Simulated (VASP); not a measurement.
# CdF2 (Fm-3m) in VASP: notebook

The runs below take CdF2 through single point, with PBE.

Everything below comes from runs of VASP 6.6.1. Logs are shortened: lines on timing, memory, paths and dates and some standing lists are left out, and cuts for length are marked.

## Step 1: The cell of the first run

Symmetry: Fm-3m, No. 225, cubic system. The conventional cell has a = 5.388 Å, b = 5.388 Å, c = 5.388 Å, α = 90.00°, β = 90.00°, γ = 90.00°. Cd (site symmetry m-3m) has 8 F at 2.33 Å within 3.1 Å. Within 3.1 Å of F (site symmetry -43m) lie 4 Cd at 2.33 Å and 6 F at 2.69 Å.

## Step 2: Single point, PBE

The input, INCAR:

```
PREC = Accurate
ENCUT = 520
EDIFF = 1E-6
ISMEAR = -1
SIGMA = 0.2
LREAL = F
LASPH = T
NELM = 100
ALGO = Normal
ISIF = 2
LWAVE = F
LCHARG = F
GGA = PE
NBANDS = 20
```

The input, KPOINTS:

```
Automatic mesh
0
Gamma
  6 6 6
```

The input, POSCAR:

```
CdF2
1.0
    0.0000000000      2.6941776810      2.6941776810
    2.6941776810      0.0000000000      2.6941776810
    2.6941776810      2.6941776810      0.0000000000
Cd F
1 2
Direct
    0.0000000000      0.0000000000      0.0000000000
    0.2500000000      0.2500000000      0.2500000000
    0.7500000000      0.7500000000      0.7500000000
```

Potentials or basis: VASP PAW PBE potentials, release 64 (Cd, F).

Run with:

```sh
cat potpaw_PBE.64/Cd/POTCAR potpaw_PBE.64/F/POTCAR > POTCAR
mpirun -np 1 vasp_std > vasp.out
```

OUTCAR:

```text
PREC = Accurate
   ENCUT = 520
   EDIFF = 1E-6
   ISMEAR = -1
   LREAL = F
   LASPH = T
   NELM = 100
   ISIF = 2
   GGA = PE

 ion  position               nearest neighbor table
   1  0.000  0.000  0.000-   2 2.33   3 2.33   3 2.33   3 2.33   3 2.33   2 2.33   2 2.33   2 2.33

   2  0.250  0.250  0.250-   1 2.33   1 2.33   1 2.33   1 2.33
   3  0.750  0.750  0.750-   1 2.33   1 2.33   1 2.33   1 2.33

  LATTYP: Found a face centered cubic cell.
 ALAT       =     5.3883553620

  Lattice vectors:

 A1 = (   0.0000000000,   2.6941776810,   2.6941776810)
 A2 = (   2.6941776810,   0.0000000000,   2.6941776810)
 A3 = (   2.6941776810,   2.6941776810,   0.0000000000)

Analysis of symmetry for initial positions (statically):
=====================================================================
 Subroutine PRICEL returns:
 Original cell was already a primitive cell.

 Routine SETGRP: Setting up the symmetry group for a
 face centered cubic supercell.

 Subroutine GETGRP returns: Found 48 space group operations
 (whereof 48 operations were pure point group operations)
 out of a pool of 48 trial point group operations.

The static configuration has the point symmetry O_h .

Analysis of symmetry for dynamics (positions and initial velocities):
=====================================================================
 Subroutine PRICEL returns:
 Original cell was already a primitive cell.

 Routine SETGRP: Setting up the symmetry group for a
 face centered cubic supercell.

 Subroutine GETGRP returns: Found 48 space group operations
 (whereof 48 operations were pure point group operations)
 out of a pool of 48 trial point group operations.

The dynamic configuration has the point symmetry O_h .

 Subroutine INISYM returns: Found 48 space group operations
 (whereof 48 operations are pure point group operations),
 and found     1 'primitive' translations

----------------------------------------------------------------------------------------

                                     Primitive cell

  volume of cell :      39.1119

  direct lattice vectors                    reciprocal lattice vectors
     0.000000000  2.694177681  2.694177681    -0.185585384  0.185585384  0.185585384
     2.694177681  0.000000000  2.694177681     0.185585384 -0.185585384  0.185585384
     2.694177681  2.694177681  0.000000000     0.185585384  0.185585384 -0.185585384

  length of vectors
     3.810142616  3.810142616  3.810142616     0.321443315  0.321443315  0.321443315

  position of ions in fractional coordinates (direct lattice)
     0.000000000  0.000000000  0.000000000
     0.250000000  0.250000000  0.250000000
     0.750000000  0.750000000  0.750000000

  ion indices of the primitive-cell ions
   primitive index   ion index
                 1           1
                 2           2
                 3           3

----------------------------------------------------------------------------------------

 KPOINTS: Automatic mesh

Automatic generation of k-mesh.
 Grid dimensions read from file:
 generate k-points for:    6    6    6

 Generating k-lattice:

  Cartesian coordinates                     Fractional coordinates (reciprocal lattice)
    -0.030930897  0.030930897  0.030930897     0.166666667  0.000000000  0.000000000
     0.030930897 -0.030930897  0.030930897     0.000000000  0.166666667  0.000000000
     0.030930897  0.030930897 -0.030930897     0.000000000  0.000000000  0.166666667

  Length of vectors
     0.053573886  0.053573886  0.053573886

  Shift w.r.t. Gamma in fractional coordinates (k-lattice)
     0.000000000  0.000000000  0.000000000

 Subroutine IBZKPT returns following result:
 ===========================================

 Found     16 irreducible k-points:

 Following reciprocal coordinates:
            Coordinates               Weight
  0.000000  0.000000  0.000000      1.000000
  0.166667  0.000000  0.000000      8.000000
  0.333333  0.000000  0.000000      8.000000
  0.500000  0.000000  0.000000      4.000000
  0.166667  0.166667  0.000000      6.000000
  0.333333  0.166667  0.000000     24.000000
[... 8 lines left out ...]
 -0.333333  0.333333  0.166667     24.000000
 -0.333333  0.500000  0.166667     12.000000
   k-points           NKPTS =     16   k-points in BZ     NKDIM =     16   number of bands    NBANDS=     20
   number of dos      NEDOS =    301   number of ions     NIONS =      3
   total plane-waves  NPLWV =  21952
   dimension x,y,z NGX =    28 NGY =   28 NGZ =   28
   dimension x,y,z NGXF=    56 NGYF=   56 NGZF=   56
   ions per type =               1   2
   NGX,Y,Z   is equivalent  to a cutoff of  12.22, 12.22, 12.22 a.u.
   NGXF,Y,Z  is equivalent  to a cutoff of  24.43, 24.43, 24.43 a.u.
 SYSTEM =  unknown system
   PREC   = accura    normal or accurate (medium, high low for compatibility)
   ISTART =      0    job   : 0-new  1-cont  2-samecut
   ICHARG =      2    charge: 1-file 2-atom 10-const
   ISPIN  =      1    spin polarized calculation?
   LNONCOLLINEAR =      F non collinear calculations
   LSORBIT =      F    spin-orbit coupling
   LASPH  =      T    aspherical Exc in radial PAW
   ENCUT  =  520.0 eV  38.22 Ry    6.18 a.u.   7.08  7.08  7.08*2*pi/ulx,y,z
   NELM   =    100;   NELMIN=  2; NELMDL= -5     # of ELM steps
   EDIFF  = 0.1E-05   stopping-criterion for ELM
   LREAL  =      F    real-space projection
   EDIFFG = 0.1E-04   stopping-criterion for IOM
   NSW    =      0    number of steps for IOM
   IBRION =     -1    ionic relax: 0-MD 1-quasi-New 2-CG
   NFREE  =      0    steps in history (QN), initial steepest desc. (CG)
   ISIF   =      2    stress and relaxation
   ISYM   =      2    0-nonsym 1-usesym 2-fastsym
   POTIM  = 0.5000    time-step for ionic-motion
   TEBEG  =    0.0;   TEEND  =   0.0 temperature during run
   PSTRESS=    0.0 pullay stress
   NELECT =      26.0000    total number of electrons
   NUPDOWN=      -1.0000    fix difference up-down
   EMIN   =  10.00;   EMAX   =-10.00  energy-range for DOS
   EFERMI =   0.00;   METHOD = LEGACY
   ISMEAR =    -1;   SIGMA  =   0.20  broadening in eV -4-tet -1-fermi 0-gaus
   EFERMI_NEDOS =   21; number of points for ismear=-14 and -15
   IALGO  =     38    algorithm
   IMIX   =      4    mixing-type and parameters
     AMIX     =   0.40;   BMIX     =  1.00
     AMIX_MAG =   1.60;   BMIX_MAG =  1.00
  volume/ion in A,a.u.               =      13.04        87.98
  Fermi-wavevector in a.u.,A,eV,Ry     =   1.428772  2.699988 27.774804  2.041391
  Thomas-Fermi vector in A             =   2.548798
   LORBIT       =      0    0 simple, 1 ext, 2 COOP (PROOUT), +10 PAW based schemes
   GGA     = PE    functional components
   LHFCALC =     F    Hartree Fock is set to
   AEXX    =    0.0000 exact exchange contribution
   IVDW    =     0    specifies the selected vdW correction
   LEPSILON=     F    determine dielectric tensor
   LRPA    =     F    only Hartree local field effects (RPA)
 non-spin polarized calculation
  energy-cutoff  :      520.00
  volume of cell :       39.11
 maximum number of plane-waves:      1067
   NGX = 15   NGY = 15   NGZ = 15

 number of electron      25.9999990 magnetization

 Free energy of the ion-electron system (eV)
  ---------------------------------------------------
  ext. energy  EPLUGINS =         0.00000000
  ---------------------------------------------------
  free energy    TOTEN  =       -10.85979050 eV

  energy without entropy =      -10.85961957  energy(sigma->0) =      -10.85970503

 E-fermi :   0.6739     XC(G=0): -10.4111

 val. band max:       -1.3325655023   @ k =  -0.3333   0.5000   0.1667
 cond. band min:       1.7542488595   @ k =   0.0000   0.0000   0.0000
 fundamental gap:      3.0868143618
 Fermi energy:         0.6739464762

 k-point     1 :       0.0000    0.0000    0.0000
  band No.  band energies     occupation
      1     -22.1172      2.00000
      2     -21.0130      2.00000
      3      -6.9278      2.00000
      4      -6.9278      2.00000
      5      -6.9278      2.00000
      6      -5.7210      2.00000
[... 12 lines left out ...]
     19      18.5835      0.00000
     20      18.5835      0.00000

 k-point     2 :       0.1667    0.0000    0.0000
  band No.  band energies     occupation
      1     -22.0307      2.00000
      2     -21.0894      2.00000
      3      -6.8278      2.00000
      4      -6.8278      2.00000
      5      -6.6393      2.00000
      6      -5.7479      2.00000
[... 12 lines left out ...]
     19      17.9569      0.00000
     20      17.9569      0.00000

 k-point     3 :       0.3333    0.0000    0.0000
  band No.  band energies     occupation
      1     -21.8124      2.00000
      2     -21.2852      2.00000
      3      -6.6504      2.00000
      4      -6.6504      2.00000
      5      -5.9415      2.00000
      6      -5.7263      2.00000
[... 12 lines left out ...]
     19      17.1691      0.00000
     20      18.0043      0.00000

 k-point     4 :       0.5000    0.0000    0.0000
  band No.  band energies     occupation
      1     -21.5791      2.00000
      2     -21.5046      2.00000
      3      -6.5881      2.00000
      4      -6.5881      2.00000
      5      -5.6502      2.00000
      6      -5.6502      2.00000
[... 12 lines left out ...]
     19      16.8722      0.00000
     20      17.4443      0.00000

 k-point     5 :       0.1667    0.1667    0.0000
  band No.  band energies     occupation
      1     -22.0059      2.00000
      2     -21.1090      2.00000
      3      -6.7733      2.00000
      4      -6.7733      2.00000
      5      -6.5696      2.00000
      6      -5.8703      2.00000
[... 12 lines left out ...]
     19      18.8485      0.00000
     20      19.2283      0.00000

 k-point     6 :       0.3333    0.1667    0.0000
  band No.  band energies     occupation
      1     -21.8438      2.00000
      2     -21.2484      2.00000
      3      -6.5848      2.00000
      4      -6.5840      2.00000
      5      -6.0563      2.00000
      6      -5.9826      2.00000
[... 12 lines left out ...]
     19      18.5045      0.00000
     20      20.2426      0.00000

 k-point     7 :       0.5000    0.1667    0.0000
  band No.  band energies     occupation
      1     -21.6200      2.00000
      2     -21.4507      2.00000
      3      -6.5127      2.00000
      4      -6.4615      2.00000
      5      -5.8155      2.00000
      6      -5.6610      2.00000
[... 12 lines left out ...]
     19      17.7087      0.00000
     20      20.1057      0.00000

 k-point     8 :      -0.3333    0.1667    0.0000
  band No.  band energies     occupation
      1     -21.6891      2.00000
      2     -21.3884      2.00000
      3      -6.5592      2.00000
      4      -6.4728      2.00000
      5      -5.8246      2.00000
      6      -5.7181      2.00000
[... 12 lines left out ...]
     19      16.8551      0.00000
     20      20.1255      0.00000

 k-point     9 :      -0.1667    0.1667    0.0000
  band No.  band energies     occupation
      1     -21.9053      2.00000
      2     -21.1986      2.00000
      3      -6.6941      2.00000
      4      -6.6686      2.00000
      5      -6.2454      2.00000
      6      -5.8494      2.00000
[... 12 lines left out ...]
     19      16.9543      0.00000
     20      19.8207      0.00000

 k-point    10 :       0.3333    0.3333    0.0000
  band No.  band energies     occupation
      1     -21.7717      2.00000
      2     -21.2954      2.00000
      3      -6.3698      2.00000
      4      -6.3399      2.00000
      5      -6.3399      2.00000
      6      -5.8244      2.00000
[... 12 lines left out ...]
     19      19.0354      0.00000
     20      19.5690      0.00000

 k-point    11 :       0.5000    0.3333    0.0000
  band No.  band energies     occupation
      1     -21.6465      2.00000
      2     -21.4000      2.00000
      3      -6.5324      2.00000
      4      -6.1526      2.00000
      5      -6.0168      2.00000
      6      -5.6600      2.00000
[... 12 lines left out ...]
     19      19.1355      0.00000
     20      19.5764      0.00000

 k-point    12 :      -0.3333    0.3333    0.0000
  band No.  band energies     occupation
      1     -21.5354      2.00000
      2     -21.5156      2.00000
      3      -6.4669      2.00000
      4      -6.1851      2.00000
      5      -5.8447      2.00000
      6      -5.7214      2.00000
[... 12 lines left out ...]
     19      18.1522      0.00000
     20      20.4464      0.00000

 k-point    13 :       0.5000    0.5000    0.0000
  band No.  band energies     occupation
      1     -21.6486      2.00000
      2     -21.3852      2.00000
      3      -6.7149      2.00000
      4      -5.9711      2.00000
      5      -5.9711      2.00000
      6      -5.6055      2.00000
[... 12 lines left out ...]
     19      18.1396      0.00000
     20      20.1248      0.00000

 k-point    14 :       0.5000    0.3333    0.1667
  band No.  band energies     occupation
      1     -21.6950      2.00000
      2     -21.3704      2.00000
      3      -6.4638      2.00000
      4      -6.3208      2.00000
      5      -6.0740      2.00000
      6      -5.7250      2.00000
[... 12 lines left out ...]
     19      18.0471      0.00000
     20      20.1057      0.00000

 k-point    15 :      -0.3333    0.3333    0.1667
  band No.  band energies     occupation
      1     -21.5349      2.00000
      2     -21.5162      2.00000
      3      -6.4108      2.00000
      4      -6.2178      2.00000
      5      -5.8726      2.00000
      6      -5.7927      2.00000
[... 12 lines left out ...]
     19      17.6526      0.00000
     20      20.5244      0.00000

 k-point    16 :      -0.3333    0.5000    0.1667
  band No.  band energies     occupation
      1     -21.5854      2.00000
      2     -21.4533      2.00000
      3      -6.4874      2.00000
      4      -5.9671      2.00000
      5      -5.9063      2.00000
      6      -5.8382      2.00000
[... 12 lines left out ...]
     19      18.9525      0.00000
     20      19.3904      0.00000

------------------------ aborting loop because EDIFF is reached ----------------------------------------

  FORCE on cell =-STRESS in cart. coord.  units (eV):
  Direction    XX          YY          ZZ          XY          YZ          ZX
  --------------------------------------------------------------------------------------
  -------------------------------------------------------------------------------------
  Total        1.5090436      1.5090436      1.5090436      0.0000000      0.0000000     -0.0000000
  in kB       61.8163952     61.8163952     61.8163952      0.0000000      0.0000000     -0.0000000
  external PRESSURE =      61.8163952 kB  Pullay stress =       0.0000000 kB

 VOLUME and BASIS-vectors are now :
 -----------------------------------------------------------------------------
  energy-cutoff  :      520.00
  volume of cell :       39.11
      direct lattice vectors                 reciprocal lattice vectors
     0.000000000  2.694177681  2.694177681    -0.185585384  0.185585384  0.185585384
     2.694177681  0.000000000  2.694177681     0.185585384 -0.185585384  0.185585384
     2.694177681  2.694177681  0.000000000     0.185585384  0.185585384 -0.185585384

 POSITION                                       TOTAL-FORCE (eV/Angst)
 -----------------------------------------------------------------------------------
      0.00000      0.00000      0.00000        -0.000000     -0.000000     -0.000000
      1.34709      1.34709      1.34709         0.000000      0.000000     -0.000000
      4.04127      4.04127      4.04127        -0.000000     -0.000000      0.000000
 -----------------------------------------------------------------------------------
    total drift:                                0.000000      0.000000      0.000000

  FREE ENERGIE OF THE ION-ELECTRON SYSTEM (eV)
  ---------------------------------------------------
  free  energy   TOTEN  =       -10.8597904972 eV

  energy  without entropy=      -10.8596195726  energy(sigma->0) =      -10.85970503
```

Run time: 5.7 s. Hardware: 1 thread of Intel Xeon 6975P-C (Granite Rapids), shared host; peak memory 0.15 GiB.

Results:

- Free energy: -10.8598 eV
- Pressure: 6.2 GPa
- Band gap on the k mesh: 3.09 eV (least direct gap 3.57 eV)

Caveat: the cell stands under pressure. A k mesh can miss the band edges.

## Step 3: Single point, PBE

The input, INCAR:

```
PREC     = Accurate       # precision mode
ENCUT    = 520            # plane-wave cutoff, eV
EDIFF    = 1E-6           # SCF threshold, eV
ISMEAR   = 1              # smearing method
SIGMA    = 0.001          # smearing width, eV
LREAL    = False          # projectors in reciprocal space
LASPH    = True           # aspherical terms in the spheres
NELM     = 60             # most SCF steps
ALGO     = Normal         # electronic algorithm
ISIF     = 2              # what is computed and relaxed
LWAVE    = False          # write WAVECAR
LCHARG   = False          # write CHGCAR
GGA      = PE             # functional
NBANDS   = 20             # bands
```

The input, KPOINTS:

```
regular mesh
0
Gamma
  6 6 6
```

POSCAR is that of step 2.

Potentials or basis: VASP PAW PBE potentials, release 64 (Cd, F).

Run with:

```sh
cat potpaw_PBE.64/Cd/POTCAR potpaw_PBE.64/F/POTCAR > POTCAR
mpirun -np 1 vasp_std > vasp.out
```

It took 5.7 s on 1 thread of Intel Xeon 6975P-C (Granite Rapids), shared host; peak memory 0.16 GiB.

Results (log left out):

```
Free energy            : -10.8598 eV
Pressure               : 6.2 GPa
Band gap on the k mesh : 3.09 eV (least direct gap 3.57 eV)
```

Levels at points of the mesh, in eV from the valence-band top:
```
           k point  band 9  band 10  band 11  band 12  band 13  band 14  band 15  band 16  band 17  band 18
(0.00, 0.00, 0.00)   -0.95    -0.95    -0.48    -0.48    -0.48     3.09    12.72    12.72    12.72    17.66
(0.50, 0.00, 0.00)   -2.25    -1.82    -1.82    -0.38    -0.38     7.19     9.18    14.52    14.52    18.20
(0.50, 0.50, 0.00)   -2.94    -2.94    -0.48    -0.07    -0.07     8.02     9.67    11.94    14.30    14.30
```

Caveat: the cell stands under pressure. A k mesh can miss the band edges.

## Step 4: Single point, PBE

The input, INCAR:

```
SYSTEM = CdF2
PREC     = Accurate       ! precision mode
ENCUT    = 520            ! plane-wave cutoff, eV
EDIFF    = 1E-7           ! SCF threshold, eV
ISMEAR   = 0              ! smearing method
SIGMA    = 0.01           ! smearing width, eV
LREAL    = .False.        ! projectors in reciprocal space
LASPH    = .True.         ! aspherical terms in the spheres
NELM     = 100            ! most SCF steps
ALGO     = Normal         ! electronic algorithm
ISIF     = 2              ! what is computed and relaxed
LWAVE    = .False.        ! write WAVECAR
LCHARG   = .False.        ! write CHGCAR
GGA      = PE             ! functional
NBANDS   = 20             ! bands
```

The input, KPOINTS:

```
Automatic mesh
0
Gamma
  6 6 6
  0 0 0
```

POSCAR is that of step 3.

Run with:

```sh
cat potpaw_PBE.64/Cd/POTCAR potpaw_PBE.64/F/POTCAR > POTCAR
mpirun -np 1 vasp_std > vasp.out
```

Wall time 6.1 s (1 thread of Intel Xeon 6975P-C (Granite Rapids), shared host); peak memory 0.16 GiB.

Results (log left out):

- Free energy: -10.8598 eV
- Pressure: 6.2 GPa
- Band gap on the k mesh: 3.09 eV (least direct gap 3.57 eV)

Levels at points of the mesh, in eV from the valence-band top:
| k point | band 9 | band 10 | band 11 | band 12 | band 13 | band 14 | band 15 | band 16 | band 17 | band 18 |
| --- | --- | --- | --- | --- | --- | --- | --- | --- | --- | --- |
| (0.00, 0.00, 0.00) | -0.95 | -0.95 | -0.48 | -0.48 | -0.48 | 3.09 | 12.72 | 12.72 | 12.72 | 17.66 |
| (0.50, 0.00, 0.00) | -2.25 | -1.82 | -1.82 | -0.38 | -0.38 | 7.19 | 9.18 | 14.52 | 14.52 | 18.20 |
| (0.50, 0.50, 0.00) | -2.94 | -2.94 | -0.48 | -0.07 | -0.07 | 8.02 | 9.67 | 11.94 | 14.30 | 14.30 |

Caveat: the cell stands under pressure. A k mesh can miss the band edges.

## Step 5: The runs side by side

| smearing | gap on the mesh (eV) | pressure (GPa) |
| --- | --- | --- |
| fermi-dirac 0.2 eV | 3.09 | 6.2 |
| methfessel-paxton 0.001 eV | 3.09 | 6.2 |
| gaussian 0.01 eV | 3.09 | 6.2 |

Alike in all rows: task single point; level PBE; potentials or basis VASP PAW PBE potentials, release 64 (Cd, F); no spin polarisation; cell as given; k mesh 6 × 6 × 6; cutoff (eV) 520.

Caveats: the cell stands under pressure.

Absolute energies hang on the potentials; compare differences alone.
